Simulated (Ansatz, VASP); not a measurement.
**One calculation of C, two programs**

```
CELL_PARAMETERS angstrom
-2.42911 2.42911 2.42911
2.42911 -2.42911 2.42911
2.42911 2.42911 -2.42911
ATOMIC_POSITIONS crystal
C 0.32385 0.98306 0.01356
C 0.67615 0.65921 0.68970
C 0.00000 0.33901 0.01356
C 0.00000 0.98306 0.31172
C 0.00000 0.66099 0.98644
C 0.32385 0.34079 0.31030
C 0.67615 0.01694 0.98644
C 0.00000 0.01694 0.68828
```

Change from the starting cell: mode 12 (991.2 1/cm) frozen in, largest displacement +0.105 Å.

Alike in both runs: task single point; functional r2SCAN; k mesh 8 × 8 × 8; occupations gaussian, width 0.05 eV; no spin polarisation.

|  | VASP | Ansatz |
| --- | --- | --- |
| version | VASP 6.6.1 | Ansatz 0.2.0 |
| potentials or method | VASP PAW PBE potentials, release 64 (C), cutoff 520 eV | scalar-relativistic, plane waves, PAW |
| valence electrons in the cell | 32 | 32 |

|  | VASP | Ansatz | Ansatz less VASP |
| --- | --- | --- | --- |
| gap on the k mesh at the Fermi level (eV) | 1.24 | 1.25 | +0.007 |
| least direct gap on the mesh (eV) | 2.52 | 2.55 | +0.029 |
| pressure (GPa) | 3.1 | 2.3 | -0.86 |
| traceless stress, the component that is largest in VASP (GPa) | -2.76 | -2.72 | +0.037 |
| rms of the force components (eV/Å) | 2.292 | 2.291 | -0.0009 |

VASP's potentials were made for PBE, not for r2SCAN. Atom by atom the forces differ by 0.029 eV/Å (rms over components). The functional is the same, so the differences come from potentials, cutoffs and numerics.
